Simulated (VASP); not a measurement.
Ga2O3: single point with r2SCAN

Crystal: Ga2O3.

```
Ga O
1.0
     0.00000    3.03906    0.00000
    -6.12784    1.51953   -0.00253
    -2.77677    0.00000   11.27995
Ga O
8 12
Direct
  0.09052 0.81896 0.39739
  0.09052 0.81896 0.89739
  0.90948 0.18104 0.10261
  0.90948 0.18104 0.60261
  0.65873 0.68254 0.15724
  0.65873 0.68254 0.65724
  0.34127 0.31746 0.34276
  0.34127 0.31746 0.84276
  0.16421 0.67157 0.05458
  0.16421 0.67157 0.55458
  0.83579 0.32843 0.44542
  0.83579 0.32843 0.94542
  0.17334 0.65332 0.28176
  0.17334 0.65332 0.78176
  0.82666 0.34668 0.21824
  0.82666 0.34668 0.71824
  0.49629 0.00743 0.12812
  0.49629 0.00743 0.62812
  0.50371 0.99257 0.37188
  0.50371 0.99257 0.87188
```

- Program: VASP 6.6.1
- Task: single point
- Functional: r2SCAN
- Potentials or basis: VASP PAW PBE potentials, release 64 (Ga_d, O)
- Cutoff: 520 eV
- k mesh: 8 × 4 × 2
- Occupations: gaussian, width 0.05 eV
- Spin: no spin polarisation
- Dipole correction: no
- Further INCAR settings: LREAL = Auto; ALGO = Normal; EDIFF = 1e-06; NBANDS = 104; ISYM = 0

* Pressure: 1.9 GPa
* Largest force: 0.080 eV/Å
* Band gap on the k mesh: 3.01 eV

Forces on the atoms (eV/Å):
```
Ga   0.018 -0.024  0.010
Ga   0.018 -0.024  0.010
Ga  -0.018  0.024 -0.010
Ga  -0.018  0.024 -0.010
Ga  -0.002  0.015  0.033
Ga  -0.002  0.015  0.033
Ga   0.002 -0.015 -0.033
Ga   0.002 -0.015 -0.033
O    0.056 -0.001  0.032
O    0.056 -0.001  0.032
O   -0.056  0.001 -0.032
O   -0.056  0.001 -0.032
O    0.032  0.004 -0.057
O    0.031  0.004 -0.057
O   -0.031 -0.004  0.058
O   -0.031 -0.004  0.058
O    0.074  0.002  0.027
O    0.074  0.002  0.027
O   -0.075 -0.002 -0.028
O   -0.074 -0.002 -0.027
```

Stress tensor (GPa, compression positive):
```
1.69 0.00 0.04
0.00 2.09 0.00
0.04 0.00 1.81
```

Levels at points of the mesh, in eV from the valence-band top:
| k point | band 84 | band 85 | band 86 | band 87 | band 88 | band 89 | band 90 | band 91 | band 92 | band 93 |
| --- | --- | --- | --- | --- | --- | --- | --- | --- | --- | --- |
| (0.00, 0.00, 0.00) | -0.48 | -0.47 | -0.30 | -0.27 | -0.02 | 3.01 | 5.40 | 5.53 | 6.38 | 7.43 |
| (0.50, 0.00, 0.00) | -0.73 | -0.72 | -0.67 | -0.45 | -0.15 | 6.34 | 7.28 | 7.64 | 7.68 | 8.00 |
| (0.00, 0.50, 0.00) | -0.60 | -0.59 | -0.42 | -0.17 | -0.01 | 5.16 | 5.44 | 5.85 | 5.96 | 6.53 |
| (0.50, 0.50, 0.00) | -0.73 | -0.72 | -0.67 | -0.45 | -0.15 | 6.34 | 7.28 | 7.64 | 7.68 | 7.99 |
| (0.00, 0.00, 0.50) | -0.54 | -0.47 | -0.47 | -0.26 | -0.26 | 3.92 | 3.92 | 6.54 | 6.54 | 7.26 |
| (0.50, 0.00, 0.50) | -0.85 | -0.57 | -0.57 | -0.39 | -0.39 | 6.76 | 6.76 | 7.91 | 7.91 | 8.33 |
| (0.00, 0.50, 0.50) | -0.61 | -0.51 | -0.51 | -0.09 | -0.09 | 5.31 | 5.31 | 5.97 | 5.97 | 6.82 |
| (0.50, 0.50, 0.50) | -0.85 | -0.57 | -0.57 | -0.39 | -0.39 | 6.76 | 6.76 | 7.91 | 7.91 | 8.33 |

It took 33 min on 4 MPI ranks on Oxide Virtual Turin-like Processor, with other jobs on the host, peak memory 0.63 GiB a rank.

Caveat: the PAW data sets were made with another functional, which shifts forces and pressure a little. A k mesh can miss the band edges.
